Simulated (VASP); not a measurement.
# TiN (Fm-3m) in VASP: a series of runs

TiN is run at these levels: r2SCAN; tasks: single point.

Program: VASP 6.6.1. These are calculated values, not measurements. Logs are shortened: lines on timing, memory, paths and dates and some standing lists are left out, and cuts for length are marked.

### 1 The cell of the first run

Symmetry: Fm-3m, No. 225, cubic system. Conventional cell: a = 4.233 Å, b = 4.233 Å, c = 4.233 Å, α = 90.00°, β = 90.00°, γ = 90.00°. Within 2.8 Å of Ti (site symmetry m-3m) lie 6 N at 2.12 Å. Within 2.8 Å of N (site symmetry m-3m) lie 6 Ti at 2.12 Å.

### 2 Single point, r2SCAN, collinear spin

Contents of POSCAR:

```
TiN
1.0
    0.0000000000      2.1162573850      2.1162573850
    2.1162573850      0.0000000000      2.1162573850
    4.2325147700      4.2325147700      0.0000000000
Ti N
2 2
Direct
    0.5000000000      0.5000000000      0.2500000000
    0.5000000000      0.5000000000      0.7500000000
    0.0000000000      0.0000000000      0.0000000000
    0.0000000000      0.0000000000      0.5000000000
```

Contents of INCAR.step1:

```
ALGO = Normal ; EDIFF = 1E-4
ENCUT = 520 ; GGA = PE
ISMEAR = 0 ; ISPIN = 2
LASPH = True ; LCHARG = False
LMAXMIX = 4 ; LREAL = False
LWAVE = True ; MAGMOM = 1 -1 0 0
NBANDS = 29 ; NELM = 150
PREC = Accurate ; SIGMA = 0.05
```

Contents of INCAR.step2:

```
ALGO = Normal ; EDIFF = 1E-6
ENCUT = 520 ; ISIF = 2
ISMEAR = 0 ; ISPIN = 2
ISTART = 1 ; LASPH = True
LCHARG = True ; LELF = True
LMAXMIX = 4 ; LMIXTAU = True
LORBIT = 11 ; LREAL = False
LVHAR = True ; LWAVE = False
MAGMOM = 1 -1 0 0 ; METAGGA = R2SCAN
NBANDS = 29 ; NELM = 150
PREC = Accurate ; SIGMA = 0.05
```

Contents of KPOINTS:

```
k-points
0
Gamma
  14 14 7
```

Potentials or basis: VASP PAW PBE potentials, release 64 (Ti_sv, N).

Command:

```console
cat potpaw_PBE.64/Ti_sv/POTCAR potpaw_PBE.64/N/POTCAR > POTCAR
cp INCAR.step1 INCAR
mpirun -np 1 vasp_std > vasp.out
cp INCAR.step2 INCAR
mpirun -np 1 vasp_std > vasp.out
```

OUTCAR:

```text
EDIFF = 1E-6
   ENCUT = 520
   ISIF = 2
   ISMEAR = 0
   ISPIN = 2
   ISTART = 1
   LASPH = True
   LORBIT = 11
   LREAL = False
   METAGGA = R2SCAN
   NELM = 150
   PREC = Accurate

 ion  position               nearest neighbor table
   1  0.500  0.500  0.250-   3 2.12   3 2.12   4 2.12   3 2.12   4 2.12   4 2.12
   2  0.500  0.500  0.750-   4 2.12   3 2.12   4 2.12   3 2.12   4 2.12   3 2.12
   3  0.000  0.000  0.000-   2 2.12   1 2.12   2 2.12   1 2.12   2 2.12   1 2.12
   4  0.000  0.000  0.500-   1 2.12   1 2.12   2 2.12   1 2.12   2 2.12   2 2.12

  LATTYP: Found a trigonal (rhomboedric) cell.
 ALAT       =     5.1837507576
 COS(alpha) =     0.8333333333

  Lattice vectors:

 A1 = (   4.2325147700,   2.1162573850,  -2.1162573850)
 A2 = (   2.1162573850,   2.1162573850,  -4.2325147700)
 A3 = (   2.1162573850,   4.2325147700,  -2.1162573850)

Analysis of symmetry for initial positions (statically):
=====================================================================
 Subroutine PRICEL returns following result:

  LATTYP: Found a face centered cubic cell.
 ALAT       =     4.2325147700
[... 12 lines left out ...]
 Subroutine GETGRP returns: Found 12 space group operations
 (whereof 12 operations were pure point group operations)
 out of a pool of 12 trial point group operations.

The static configuration has the point symmetry D_3d.

Analysis of symmetry for dynamics (positions and initial velocities):
=====================================================================
 Subroutine PRICEL returns following result:

  LATTYP: Found a face centered cubic cell.
 ALAT       =     4.2325147700
[... 12 lines left out ...]
 Subroutine GETGRP returns: Found 12 space group operations
 (whereof 12 operations were pure point group operations)
 out of a pool of 12 trial point group operations.

The dynamic configuration has the point symmetry D_3d.

Analysis of structural, dynamic, and magnetic symmetry:
=====================================================================
 Subroutine PRICEL returns following result:

  LATTYP: Found a face centered cubic cell.
 ALAT       =     4.2325147700
[... 12 lines left out ...]
 Subroutine GETGRP returns: Found 12 space group operations
 (whereof 12 operations were pure point group operations)
 out of a pool of 12 trial point group operations.

The overall configuration has the point symmetry D_3d.

 Subroutine INISYM returns: Found 12 space group operations
 (whereof 12 operations are pure point group operations),
 and found     2 'primitive' translations

----------------------------------------------------------------------------------------

                                     Primitive cell

  volume of cell :      18.9555

  direct lattice vectors                    reciprocal lattice vectors
     0.000000000  2.116257385  2.116257385    -0.236266157  0.236266157  0.236266157
     2.116257385  0.000000000  2.116257385     0.236266157 -0.236266157  0.236266157
     2.116257385  2.116257385  0.000000000     0.236266157  0.236266157 -0.236266157

  length of vectors
     2.992839895  2.992839895  2.992839895     0.409224988  0.409224988  0.409224988

  position of ions in fractional coordinates (direct lattice)
     0.500000000  0.500000000  0.500000000
     0.000000000  0.000000000  0.000000000

  ion indices of the primitive-cell ions
   primitive index   ion index
                 1           1
                 2           3

----------------------------------------------------------------------------------------

 KPOINTS: k-points

Automatic generation of k-mesh.
 Grid dimensions read from file:
 generate k-points for:   14   14    7

 Generating k-lattice:

  Cartesian coordinates                     Fractional coordinates (reciprocal lattice)
    -0.016876154  0.016876154  0.016876154     0.071428571  0.000000000  0.000000000
     0.016876154 -0.016876154  0.016876154     0.000000000  0.071428571  0.000000000
[... 29 lines left out ...]

 Found    144 irreducible k-points:

 Following reciprocal coordinates:
            Coordinates               Weight
  0.000000  0.000000  0.000000      1.000000
  0.071429  0.000000  0.000000      6.000000
  0.142857  0.000000  0.000000      6.000000
  0.214286  0.000000  0.000000      6.000000
  0.285714  0.000000  0.000000      6.000000
  0.357143  0.000000  0.000000      6.000000
[... 16 lines left out ...]
  0.214286  0.142857  0.000000     12.000000
  0.285714  0.142857  0.000000     12.000000
 [... further k-points ...]
   k-points           NKPTS =    144   k-points in BZ     NKDIM =    144   number of bands    NBANDS=     29
   number of dos      NEDOS =    301   number of ions     NIONS =      4
   total plane-waves  NPLWV =  27648
   dimension x,y,z NGX =    24 NGY =   24 NGZ =   48
   dimension x,y,z NGXF=    48 NGYF=   48 NGZF=   96
   ions per type =               2   2
   NGX,Y,Z   is equivalent  to a cutoff of  13.33, 13.33, 13.33 a.u.
   NGXF,Y,Z  is equivalent  to a cutoff of  26.66, 26.66, 26.66 a.u.
 SYSTEM =  unknown system
   PREC   = accura    normal or accurate (medium, high low for compatibility)
   ISTART =      1    job   : 0-new  1-cont  2-samecut
   ICHARG =      0    charge: 1-file 2-atom 10-const
   ISPIN  =      2    spin polarized calculation?
   LNONCOLLINEAR =      F non collinear calculations
   LSORBIT =      F    spin-orbit coupling
   LASPH  =      T    aspherical Exc in radial PAW
   ENCUT  =  520.0 eV  38.22 Ry    6.18 a.u.   5.56  5.56 11.13*2*pi/ulx,y,z
   NELM   =    150;   NELMIN=  2; NELMDL=  0     # of ELM steps
   EDIFF  = 0.1E-05   stopping-criterion for ELM
   LREAL  =      F    real-space projection
   EDIFFG = 0.1E-04   stopping-criterion for IOM
   NSW    =      0    number of steps for IOM
   IBRION =     -1    ionic relax: 0-MD 1-quasi-New 2-CG
   NFREE  =      0    steps in history (QN), initial steepest desc. (CG)
   ISIF   =      2    stress and relaxation
   ISYM   =      2    0-nonsym 1-usesym 2-fastsym
   POTIM  = 0.5000    time-step for ionic-motion
   TEBEG  =    0.0;   TEEND  =   0.0 temperature during run
   PSTRESS=    0.0 pullay stress
   NELECT =      34.0000    total number of electrons
   NUPDOWN=      -1.0000    fix difference up-down
   EMIN   =  10.00;   EMAX   =-10.00  energy-range for DOS
   EFERMI =   0.00;   METHOD = LEGACY
   ISMEAR =     0;   SIGMA  =   0.05  broadening in eV -4-tet -1-fermi 0-gaus
   EFERMI_NEDOS =   21; number of points for ismear=-14 and -15
   IALGO  =     38    algorithm
   IMIX   =      4    mixing-type and parameters
     AMIX     =   0.40;   BMIX     =  1.00
     AMIX_MAG =   1.60;   BMIX_MAG =  1.00
  volume/ion in A,a.u.               =       9.48        63.96
  Fermi-wavevector in a.u.,A,eV,Ry     =   1.578747  2.983400 33.911751  2.492443
  Thomas-Fermi vector in A             =   2.679231
   LORBIT       =     11    0 simple, 1 ext, 2 COOP (PROOUT), +10 PAW based schemes
   METAGGA = R2SCAN    functional components
   LHFCALC =     F    Hartree Fock is set to
   AEXX    =    0.0000 exact exchange contribution
   IVDW    =     0    specifies the selected vdW correction
   LEPSILON=     F    determine dielectric tensor
   LRPA    =     F    only Hartree local field effects (RPA)
 spin polarized calculation
 Gauss-broadening in eV      SIGMA  =   0.05
  energy-cutoff  :      520.00
  volume of cell :       37.91
 maximum number of plane-waves:      1044
 NGX is ok and might be reduce to    24
   NGX = 11   NGY = 11   NGZ = 23

 number of electron      34.0000002 magnetization      -0.0000000

 number of electron      34.0000002 magnetization       0.0000000

 Free energy of the ion-electron system (eV)
  ---------------------------------------------------
  ext. energy  EPLUGINS =         0.00000000
  ---------------------------------------------------
  free energy    TOTEN  =       -52.02448295 eV

  energy without entropy =      -52.02126232  energy(sigma->0) =      -52.02287263

 E-fermi :  11.7543     XC(G=0): -13.9166

 val. band max:       11.7492724814   @ k =  -0.0714   0.0000   0.4286
 cond. band min:      11.7675677830   @ k =   0.3571   0.2143   0.0000
 fundamental gap:      0.0182953016
 Fermi energy:        11.7542872315

 spin component 1

 k-point     1 :       0.0000    0.0000    0.0000
  band No.  band energies     occupation
      1     -48.6164      1.00000
      2     -48.5151      1.00000
      3     -24.2251      1.00000
      4     -23.6038      1.00000
      5     -23.6038      1.00000
      6     -23.5488      1.00000
[... 757 lines left out ...]
     28      21.9479      0.00000
     29      24.8327      0.00000

 [... further k-points ...]

 spin component 2

 k-point     1 :       0.0000    0.0000    0.0000
  band No.  band energies     occupation
      1     -48.6164      1.00000
      2     -48.5151      1.00000
      3     -24.2251      1.00000
      4     -23.6038      1.00000
      5     -23.6038      1.00000
      6     -23.5488      1.00000
[... 757 lines left out ...]
     28      21.9479      0.00000
     29      24.8327      0.00000

 [... further k-points ...]

------------------------ aborting loop because EDIFF is reached ----------------------------------------

  FORCE on cell =-STRESS in cart. coord.  units (eV):
  Direction    XX          YY          ZZ          XY          YZ          ZX
  --------------------------------------------------------------------------------------
  -------------------------------------------------------------------------------------
  Total        0.3592842      0.3592842      0.3592842     -0.0000099      0.0000099      0.0000099
  in kB       15.1838964     15.1838964     15.1838964     -0.0004178      0.0004178      0.0004178
  external PRESSURE =      15.1838964 kB  Pullay stress =       0.0000000 kB

 VOLUME and BASIS-vectors are now :
 -----------------------------------------------------------------------------
  energy-cutoff  :      520.00
  volume of cell :       37.91
      direct lattice vectors                 reciprocal lattice vectors
     0.000000000  2.116257385  2.116257385    -0.236266157  0.236266157  0.236266157
     2.116257385  0.000000000  2.116257385     0.236266157 -0.236266157  0.236266157
     4.232514770  4.232514770  0.000000000     0.118133079  0.118133079 -0.118133079

 POSITION                                       TOTAL-FORCE (eV/Angst)
 -----------------------------------------------------------------------------------
      2.11626      2.11626      2.11626         0.000000     -0.000000     -0.000000
      4.23251      4.23251      2.11626        -0.000000      0.000000      0.000000
      0.00000      0.00000      0.00000         0.000000     -0.000000      0.000000
      2.11626      2.11626      0.00000        -0.000000     -0.000000      0.000000
 -----------------------------------------------------------------------------------
    total drift:                               -0.000000     -0.000000     -0.000000

  FREE ENERGIE OF THE ION-ELECTRON SYSTEM (eV)
  ---------------------------------------------------
  free  energy   TOTEN  =       -52.0244829533 eV

  energy  without entropy=      -52.0212623153  energy(sigma->0) =      -52.02287263

 total charge

# of ion       s       p       d       tot
------------------------------------------
    1        2.181   6.233   1.941  10.355
    2        2.181   6.233   1.941  10.355
    3        1.256   2.546   0.000   3.802
    4        1.256   2.546   0.000   3.802
--------------------------------------------------
tot          6.874  17.558   3.882  28.314

 magnetization (x)

# of ion       s       p       d       tot
------------------------------------------
    1        0.000  -0.000   0.000   0.000
    2       -0.000   0.000  -0.000  -0.000
    3        0.000   0.000   0.000   0.000
    4        0.000   0.000   0.000   0.000
--------------------------------------------------
tot          0.000   0.000   0.000   0.000
```

It took 35 min on 1 thread of Intel Xeon 8259CL, shared host; peak memory 0.37 GiB.

What came out:

```
Free energy                                           : -52.0245 eV
Pressure                                              : 1.5 GPa
Band gap on the k mesh                                : zero (filled and empty bands overlap)
Net moment                                            : 0.00 μB per cell
Valence electrons inside the program's atomic spheres : Ti 10.36; N 3.80
```

Caveat: the PAW data sets were made with another functional, which shifts forces and pressure a little.

### 3 Single point, r2SCAN, collinear spin (9.10 Å³/atom)

Contents of POSCAR:

```
TiN
1.0
    0.0000000000      2.0876558061      2.0876558061
    2.0876558061      0.0000000000      2.0876558061
    2.0876558061      2.0876558061      0.0000000000
Ti N
1 1
Direct
    0.5000000000      0.5000000000      0.5000000000
    0.0000000000      0.0000000000      0.0000000000
```

Contents of INCAR.step1:

```
ALGO     = Normal         # electronic algorithm
EDIFF    = 1E-5           # SCF threshold, eV
ENCUT    = 1460           # plane-wave cutoff, eV
GGA      = PE             # functional
GGA_COMPAT= False        
ISMEAR   = 0              # smearing method
ISPIN    = 2              # spin polarisation
LASPH    = True           # aspherical terms in the spheres
LCHARG   = False          # write CHGCAR
LMAXMIX  = 4              # l up to which the mixer works
LREAL    = False          # projectors in reciprocal space
LWAVE    = True           # write WAVECAR
MAGMOM   = 0.05 0         # initial moments
NBANDS   = 20             # bands
NELM     = 200            # most SCF steps
PREC     = Accurate       # precision mode
SIGMA    = 0.05           # smearing width, eV
```

Contents of INCAR.step2:

```
ALGO     = Normal         # electronic algorithm
EDIFF    = 1E-6           # SCF threshold, eV
ENCUT    = 1460           # plane-wave cutoff, eV
GGA_COMPAT= False        
ISIF     = 2              # what is computed and relaxed
ISMEAR   = 0              # smearing method
ISPIN    = 2              # spin polarisation
ISTART   = 1            
LASPH    = True           # aspherical terms in the spheres
LCHARG   = False          # write CHGCAR
LMAXMIX  = 4              # l up to which the mixer works
LMIXTAU  = True         
LORBIT   = 11             # projections on sites
LREAL    = False          # projectors in reciprocal space
LWAVE    = False          # write WAVECAR
MAGMOM   = 0.05 0         # initial moments
METAGGA  = R2SCAN         # meta-GGA
NBANDS   = 20             # bands
NELM     = 200            # most SCF steps
PREC     = Accurate       # precision mode
SIGMA    = 0.05           # smearing width, eV
```

Contents of KPOINTS:

```
k-points
0
Gamma
  14 14 14
```

Potentials or basis: VASP PAW PBE potentials, release 64 (Ti_sv, N_h).

Command:

```console
cat potpaw_PBE.64/Ti_sv/POTCAR potpaw_PBE.64/N_h/POTCAR > POTCAR
cp INCAR.step1 INCAR
mpirun -np 1 vasp_std > vasp.out
cp INCAR.step2 INCAR
mpirun -np 1 vasp_std > vasp.out
```

Wall time 9.6 min (1 thread of Intel Xeon 6975P-C (Granite Rapids), shared host); peak memory 0.51 GiB.

The run converged. Its results:

- Free energy: -25.9782 eV
- Pressure: 14.7 GPa
- Net moment: 0.00 μB per cell
- Valence electrons inside the program's atomic spheres: Ti 10.44; N 2.25

Levels at points of the mesh, in eV from the Fermi level:
Spin up:
```
           k point  band 6  band 7  band 8  band 9  band 10  band 11  band 12  band 13
(0.00, 0.00, 0.00)   -2.47   -2.47   -2.47   -0.68    -0.68    -0.68     0.61     0.61
(0.50, 0.00, 0.00)   -8.83   -6.19   -6.19    1.86     1.86     2.61     6.31     6.31
(0.50, 0.50, 0.00)   -6.40   -3.71   -3.71   -3.32     1.77     2.62     2.62     4.05
```
Spin down:
```csv
k point,band 7,band 8,band 9,band 10,band 11,band 12
"(0.00, 0.00, 0.00)",-2.47,-2.47,-0.68,-0.68,-0.68,0.61
"(0.50, 0.00, 0.00)",-6.19,-6.19,1.86,1.86,2.61,6.31
"(0.50, 0.50, 0.00)",-3.71,-3.71,-3.32,1.77,2.62,2.62
```

Caveat: the cell stands under pressure; the PAW data sets were made with another functional, which shifts forces and pressure a little.

(Part 1 of 2 ends here.)
